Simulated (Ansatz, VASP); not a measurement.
## Two plane-wave programs on LiS3

```
CELL_PARAMETERS angstrom
4.45339 0.00000 0.00000
0.00000 4.45339 0.00000
0.00000 0.00000 4.88897
ATOMIC_POSITIONS crystal
Li 0.00000 0.00000 0.81855
S 0.00000 0.50000 0.17008
S 0.50000 0.00000 0.17008
S 0.00000 0.00000 0.31461
```

Alike in both runs: functional PBE; k mesh 4 × 4 × 4; occupations gaussian, width 0.1 eV; no spin polarisation.

Ansatz relaxed the structure, and its values are those at the end. VASP's run is a single point on that final structure, the one shown.

```csv
,VASP,Ansatz
version,VASP 6.6.1,Ansatz 0.2.0
potentials or method,"VASP PAW PBE potentials, release 64 (Li_sv, S), cutoff 520 eV","scalar-relativistic, plane waves, PAW"
valence electrons in the cell,21,21
```

```csv
,VASP,Ansatz,Ansatz less VASP
gap on the k mesh at the Fermi level (eV),none,none,-
rms of the force components (eV/Å),0.007,0.008,+0.0011
```

A gap of «none» marks a metal or a gap that the smearing closes.

Noted on VASP's run: the cutoff is short for stress, so the pressure is rough.
